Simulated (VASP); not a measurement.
# Ag (R-3m) in VASP: further runs

Ag is run at these levels: PBE; tasks: single point.

Program: VASP 6.6.1. These are calculated values, not measurements. Logs are shortened: lines on timing, memory, paths and dates and some standing lists are left out, and cuts for length are marked.

**1. The cell of the first run**

It takes space group R-3m (No. 166, trigonal). The conventional cell has a = 2.936 Å, b = 2.936 Å, c = 21.550 Å, α = 90.00°, β = 90.00°, γ = 120.00°. Ag (site symmetry -3m) has 12 Ag at 2.93 to 2.94 Å within 3.9 Å. Ag (site symmetry 3m) has 12 Ag at 2.93 to 2.94 Å within 3.9 Å.

**2. Single point, PBE**

Contents of INCAR:

```
SYSTEM = Ag
PREC = Accurate ; ENCUT = 520
EDIFF = 1E-6 ; ISMEAR = 0
SIGMA = 0.1 ; LREAL = .False.
LASPH = .True. ; NELM = 100
ALGO = Normal ; ISIF = 2
LWAVE = .False. ; LCHARG = .True.
GGA = PE ; LELF = .True.
LVHAR = .True. ; NBANDS = 24
ISYM = 0
```

Contents of KPOINTS:

```
regular mesh
0
Gamma
  12 12 5
  0 0 0
```

Contents of POSCAR:

```
Ag
1.0
    2.9355691563      0.0000000000      0.0000000000
   -1.4677845781      2.5422774639      0.0000000000
    1.4677845781      0.8474258213      7.1833202727
Ag
3
Direct
    0.0000000000      0.0000000000      0.0000000000
    0.4445852657      0.2222926328      0.3331221015
    0.5554147343      0.7777073672      0.6668778985
```

Potentials or basis: VASP PAW PBE potentials, release 64 (Ag).

On the command line:

```bash
> cat potpaw_PBE.64/Ag/POTCAR > POTCAR
> mpirun -np 1 vasp_std > vasp.out
```

OUTCAR:

```text
SYSTEM = Ag
   PREC = Accurate
   ENCUT = 520
   EDIFF = 1E-6
   ISMEAR = 0
   LREAL = .False.
   LASPH = .True.
   NELM = 100
   ISIF = 2
   GGA = PE
   ISYM = 0

 ion  position               nearest neighbor table
   1  0.000  0.000  0.000-   3 2.93   2 2.93   3 2.93   2 2.93   2 2.93   3 2.93
   2  0.445  0.222  0.333-   1 2.93   1 2.93   1 2.93   3 2.94   3 2.94   3 2.94
   3  0.555  0.778  0.667-   1 2.93   1 2.93   1 2.93   2 2.94   2 2.94   2 2.94

IMPORTANT INFORMATION: All symmetrisations will be switched off!
NOSYMM: (Re-)initialisation of all symmetry stuff for point group C_1.

----------------------------------------------------------------------------------------

                                     Primitive cell

  volume of cell :      53.6093

  direct lattice vectors                    reciprocal lattice vectors
     2.935569156  0.000000000  0.000000000     0.340649444  0.196674048 -0.092807593
    -1.467784578  2.542277464  0.000000000     0.000000000  0.393348096 -0.046403797
     1.467784578  0.847425821  7.183320273     0.000000000  0.000000000  0.139211390

  length of vectors
     2.935569156  2.935569156  7.380556363     0.404148455  0.396075797  0.139211390

  position of ions in fractional coordinates (direct lattice)
     0.000000000  0.000000000  0.000000000
     0.444585266  0.222292633  0.333122102
     0.555414734  0.777707367  0.666877898

  ion indices of the primitive-cell ions
   primitive index   ion index
                 1           1
                 2           2
                 3           3

----------------------------------------------------------------------------------------

 KPOINTS: regular mesh

Automatic generation of k-mesh.
 Grid dimensions read from file:
 generate k-points for:   12   12    5

 Generating k-lattice:

  Cartesian coordinates                     Fractional coordinates (reciprocal lattice)
     0.028387454  0.016389504 -0.007733966     0.083333333  0.000000000  0.000000000
     0.000000000  0.032779008 -0.003866983     0.000000000  0.083333333 -0.000000000
     0.000000000  0.000000000  0.027842278     0.000000000  0.000000000  0.200000000

  Length of vectors
     0.033679038  0.033006316  0.027842278

  Shift w.r.t. Gamma in fractional coordinates (k-lattice)
     0.000000000  0.000000000  0.000000000

 -----------------------------------------------------------------------------
|                                                                             |
|           W    W    AA    RRRRR   N    N  II  N    N   GGGG   !!!           |
|           W    W   A  A   R    R  NN   N  II  NN   N  G    G  !!!           |
|           W    W  A    A  R    R  N N  N  II  N N  N  G       !!!           |
|           W WW W  AAAAAA  RRRRR   N  N N  II  N  N N  G  GGG   !            |
|           WW  WW  A    A  R   R   N   NN  II  N   NN  G    G                |
|           W    W  A    A  R    R  N    N  II  N    N   GGGG   !!!           |
|                                                                             |
|     Your reciprocal lattice and k-lattice belong to different lattice       |
|     classes:                                                                |
|                                                                             |
|        The reciprocal lattice is rhombohedral (trigonal),                   |
|        whereas your k-lattice is base-centered monoclinic.                  |
|                                                                             |
|     Results are often still useful ...                                      |
|                                                                             |
 -----------------------------------------------------------------------------

 WARNING: IBZKPT: internal override: KBLOWUP is changed to .FALSE.
      ... skipping the blow-up phase ...

 Subroutine IBZKPT returns following result:
 ===========================================

 Found    362 irreducible k-points:

 Following reciprocal coordinates:
            Coordinates               Weight
  0.000000  0.000000  0.000000      1.000000
  0.083333  0.000000  0.000000      2.000000
  0.166667  0.000000  0.000000      2.000000
  0.250000  0.000000  0.000000      2.000000
  0.333333  0.000000  0.000000      2.000000
  0.416667 -0.000000  0.000000      2.000000
[... 16 lines left out ...]
  0.250000  0.166667  0.000000      2.000000
  0.333333  0.166667  0.000000      2.000000
 [... further k-points ...]
   k-points           NKPTS =    362   k-points in BZ     NKDIM =    362   number of bands    NBANDS=     24
   number of dos      NEDOS =    301   number of ions     NIONS =      3
   total plane-waves  NPLWV =  32256
   dimension x,y,z NGX =    24 NGY =   24 NGZ =   56
   dimension x,y,z NGXF=    48 NGYF=   48 NGZF=  112
   ions per type =               3
   NGX,Y,Z   is equivalent  to a cutoff of  13.59, 13.59, 12.61 a.u.
   NGXF,Y,Z  is equivalent  to a cutoff of  27.18, 27.18, 25.23 a.u.
 SYSTEM =  Ag
   PREC   = accura    normal or accurate (medium, high low for compatibility)
   ISTART =      0    job   : 0-new  1-cont  2-samecut
   ICHARG =      2    charge: 1-file 2-atom 10-const
   ISPIN  =      1    spin polarized calculation?
   LNONCOLLINEAR =      F non collinear calculations
   LSORBIT =      F    spin-orbit coupling
   LASPH  =      T    aspherical Exc in radial PAW
   ENCUT  =  520.0 eV  38.22 Ry    6.18 a.u.   5.46  5.46 13.72*2*pi/ulx,y,z
   NELM   =    100;   NELMIN=  2; NELMDL= -5     # of ELM steps
   EDIFF  = 0.1E-05   stopping-criterion for ELM
   LREAL  =      F    real-space projection
   EDIFFG = 0.1E-04   stopping-criterion for IOM
   NSW    =      0    number of steps for IOM
   IBRION =     -1    ionic relax: 0-MD 1-quasi-New 2-CG
   NFREE  =      0    steps in history (QN), initial steepest desc. (CG)
   ISIF   =      2    stress and relaxation
   ISYM   =      0    0-nonsym 1-usesym 2-fastsym
   POTIM  = 0.5000    time-step for ionic-motion
   TEBEG  =    0.0;   TEEND  =   0.0 temperature during run
   PSTRESS=    0.0 pullay stress
   NELECT =      33.0000    total number of electrons
   NUPDOWN=      -1.0000    fix difference up-down
   EMIN   =  10.00;   EMAX   =-10.00  energy-range for DOS
   EFERMI =   0.00;   METHOD = LEGACY
   ISMEAR =     0;   SIGMA  =   0.10  broadening in eV -4-tet -1-fermi 0-gaus
   EFERMI_NEDOS =   21; number of points for ismear=-14 and -15
   IALGO  =     38    algorithm
   IMIX   =      4    mixing-type and parameters
     AMIX     =   0.40;   BMIX     =  1.00
     AMIX_MAG =   1.60;   BMIX_MAG =  1.00
  volume/ion in A,a.u.               =      17.87       120.59
  Fermi-wavevector in a.u.,A,eV,Ry     =   1.392620  2.631670 26.387011  1.939391
  Thomas-Fermi vector in A             =   2.516345
   LORBIT       =      0    0 simple, 1 ext, 2 COOP (PROOUT), +10 PAW based schemes
   GGA     = PE    functional components
   LHFCALC =     F    Hartree Fock is set to
   AEXX    =    0.0000 exact exchange contribution
   IVDW    =     0    specifies the selected vdW correction
   LEPSILON=     F    determine dielectric tensor
   LRPA    =     F    only Hartree local field effects (RPA)
 non-spin polarized calculation
 Gauss-broadening in eV      SIGMA  =   0.10
  energy-cutoff  :      520.00
  volume of cell :       53.61
 maximum number of plane-waves:      1479
 NGX is ok and might be reduce to    24
   NGX = 11   NGY = 11   NGZ = 27

 number of electron      33.0000001 magnetization

 Free energy of the ion-electron system (eV)
  ---------------------------------------------------
  ext. energy  EPLUGINS =         0.00000000
  ---------------------------------------------------
  free energy    TOTEN  =        -8.13610855 eV

  energy without entropy =       -8.13096480  energy(sigma->0) =       -8.13353667

 E-fermi :   7.7396     XC(G=0): -11.9300

 val. band max:        7.7359933175   @ k =   0.4167   0.5000   0.4000
 cond. band min:       7.7544201972   @ k =   0.5000   0.0833   0.0000
 fundamental gap:      0.0184268797
 Fermi energy:         7.7396172702

 k-point     1 :       0.0000    0.0000    0.0000
  band No.  band energies     occupation
      1       0.3660      2.00000
      2       1.8000      2.00000
      3       1.8083      2.00000
      4       3.1446      2.00000
      5       3.1456      2.00000
      6       3.1575      2.00000
[... 16 lines left out ...]
     23      24.7038      0.00000
     24      25.7719      0.00000

 k-point     2 :       0.0833    0.0000    0.0000
  band No.  band energies     occupation
      1       0.5609      2.00000
      2       1.9116      2.00000
      3       1.9477      2.00000
      4       3.0707      2.00000
      5       3.1005      2.00000
      6       3.2220      2.00000
[... 16 lines left out ...]
     23      24.2272      0.00000
     24      24.5429      0.00000

 k-point     3 :       0.1667    0.0000    0.0000
  band No.  band energies     occupation
      1       1.1024      2.00000
      2       2.1361      2.00000
      3       2.3127      2.00000
      4       2.8755      2.00000
      5       2.9380      2.00000
      6       3.0716      2.00000
[... 16 lines left out ...]
     23      22.6841      0.00000
     24      23.8883      0.00000

 k-point     4 :       0.2500    0.0000    0.0000
  band No.  band energies     occupation
      1       1.7600      2.00000
      2       2.1548      2.00000
      3       2.4083      2.00000
      4       2.6758      2.00000
      5       2.7237      2.00000
      6       2.9906      2.00000
[... 16 lines left out ...]
     23      20.9385      0.00000
     24      22.8844      0.00000

 k-point     5 :       0.3333    0.0000    0.0000
  band No.  band energies     occupation
      1       1.9318      2.00000
      2       1.9678      2.00000
      3       2.1808      2.00000
      4       2.4141      2.00000
      5       2.7326      2.00000
      6       2.9664      2.00000
[... 16 lines left out ...]
     23      19.8573      0.00000
     24      20.9255      0.00000

 k-point     6 :       0.4167   -0.0000    0.0000
  band No.  band energies     occupation
      1       1.7525      2.00000
      2       1.8086      2.00000
      3       2.0914      2.00000
      4       2.2107      2.00000
      5       2.7278      2.00000
      6       2.8896      2.00000
[... 16 lines left out ...]
     23      18.5517      0.00000
     24      19.4808      0.00000
[... 379 lines left out ...]
 k-point    21 :       0.0833    0.1667    0.0000
  band No.  band energies     occupation
      1       1.5347      2.00000
      2       2.3808      2.00000
      3       2.4326      2.00000
      4       2.6243      2.00000
      5       2.8390      2.00000
      6       2.9449      2.00000
[... 16 lines left out ...]
     23      20.7295      0.00000
     24      21.0316      0.00000

 k-point    22 :       0.1667    0.1667    0.0000
  band No.  band energies     occupation
      1       2.1106      2.00000
      2       2.3570      2.00000
      3       2.4525      2.00000
      4       2.6147      2.00000
      5       2.8204      2.00000
      6       2.8554      2.00000
[... 16 lines left out ...]
     23      19.0449      0.00000
     24      19.5264      0.00000

 k-point    23 :       0.2500    0.1667    0.0000
  band No.  band energies     occupation
      1       2.1542      2.00000
      2       2.2813      2.00000
      3       2.3468      2.00000
      4       2.5032      2.00000
      5       2.8051      2.00000
      6       3.0018      2.00000
[... 16 lines left out ...]
     23      18.8619      0.00000
     24      19.9186      0.00000

 k-point    24 :       0.3333    0.1667    0.0000
  band No.  band energies     occupation
      1       1.9875      2.00000
      2       2.1461      2.00000
      3       2.2658      2.00000
      4       2.4444      2.00000
      5       2.8454      2.00000
      6       2.9496      2.00000
[... 16 lines left out ...]
     23      17.9348      0.00000
     24      18.5713      0.00000

 [... further k-points ...]

------------------------ aborting loop because EDIFF is reached ----------------------------------------

  FORCE on cell =-STRESS in cart. coord.  units (eV):
  Direction    XX          YY          ZZ          XY          YZ          ZX
  --------------------------------------------------------------------------------------
  -------------------------------------------------------------------------------------
  Total        0.0594170      0.0774660     -0.0911553     -0.0156456     -0.0499568     -0.0865291
  in kB        1.7757458      2.3151598     -2.7242820     -0.4675860     -1.4930179     -2.5860212
  external PRESSURE =       0.4555412 kB  Pullay stress =       0.0000000 kB

 VOLUME and BASIS-vectors are now :
 -----------------------------------------------------------------------------
  energy-cutoff  :      520.00
  volume of cell :       53.61
      direct lattice vectors                 reciprocal lattice vectors
     2.935569156  0.000000000  0.000000000     0.340649444  0.196674048 -0.092807593
    -1.467784578  2.542277464  0.000000000     0.000000000  0.393348096 -0.046403797
     1.467784578  0.847425821  7.183320273     0.000000000  0.000000000  0.139211390

 POSITION                                       TOTAL-FORCE (eV/Angst)
 -----------------------------------------------------------------------------------
      0.00000      0.00000      0.00000         0.000000      0.000000      0.000000
      1.46778      0.84743      2.39292         0.001654      0.000955      0.004092
      1.46778      2.54228      4.79040        -0.001654     -0.000955     -0.004092
 -----------------------------------------------------------------------------------
    total drift:                                0.000000     -0.000000      0.000000

  FREE ENERGIE OF THE ION-ELECTRON SYSTEM (eV)
  ---------------------------------------------------
  free  energy   TOTEN  =        -8.1361085498 eV

  energy  without entropy=       -8.1309647993  energy(sigma->0) =       -8.13353667
```

Run time: 3.9 min. Hardware: 1 thread of Intel Xeon Platinum 8488C (Sapphire Rapids), shared host; peak memory 0.45 GiB.

Results:

* Free energy: -8.1361 eV
* Pressure: 0.0 GPa
* Largest force: 0.005 eV/Å
* Band gap on the k mesh: zero (an odd number of electrons rules out a gap without spin polarisation)

Forces in eV/Å, atoms in the order of the input:
```
Ag   0.000  0.000  0.000
Ag   0.002  0.001  0.004
Ag  -0.002 -0.001 -0.004
```

Stress tensor (GPa, compression positive):
```
 0.18 -0.05 -0.26
-0.05  0.23 -0.15
-0.26 -0.15 -0.27
```

**3. Single point, PBE**

This run uses another cell than the first one, of 16.63 Å³/atom.

Contents of INCAR:

```
SYSTEM = Ag
ALGO = Fast ; EDIFF = 1E-6
ENCUT = 520 ; GGA = PE
ISIF = 2 ; ISMEAR = -1
LASPH = .True. ; LCHARG = .False.
LREAL = .False. ; LWAVE = .False.
NBANDS = 24 ; NELM = 80
PREC = Accurate ; SIGMA = 0.15
```

Contents of KPOINTS:

```
k-points
0
Gamma
  18 18 18
  0 0 0
```

Contents of POSCAR:

```
Ag
1.0
    1.4316556587      0.8265667799      7.0285487556
   -1.4316556587      0.8265667799      7.0285487556
    0.0000000000     -1.6531335599      7.0285487556
Ag
3
Direct
    0.0000000000      0.0000000000      0.0000000000
    0.7776974053      0.7776974053      0.7776974053
    0.2223025947      0.2223025947      0.2223025947
```

Potentials or basis: VASP PAW PBE potentials, release 64 (Ag).

On the command line:

```bash
> cat potpaw_PBE.64/Ag/POTCAR > POTCAR
> mpirun -np 1 vasp_std > vasp.out
```

Wall time 23 min (1 thread of Intel Xeon 6975P-C (Granite Rapids), shared host); peak memory 0.79 GiB.

The run converged. Its results:

- Free energy: -8.0935 eV
- Pressure: 7.8 GPa
- Band gap on the k mesh: zero (an odd number of electrons rules out a gap without spin polarisation)

Levels at points of the mesh, in eV from the Fermi level:
```csv
k point,band 13,band 14,band 15,band 16,band 17,band 18,band 19,band 20,band 21,band 22
"(0.00, 0.00, 0.00)",-3.43,-3.43,-3.38,-3.38,-3.26,-3.26,8.07,8.10,15.59,16.02
"(0.50, 0.00, 0.00)",-2.90,-2.89,-2.88,-0.12,1.19,1.34,5.09,5.23,6.44,11.17
"(0.50, 0.50, 0.00)",-2.92,-2.90,-2.85,0.16,0.52,1.59,4.26,6.11,8.53,8.62
"(0.50, 0.50, 0.50)",-3.87,-3.72,-3.72,-3.09,-3.09,-0.50,3.69,14.18,14.35,15.83
```

Caveat: the cell stands under pressure.
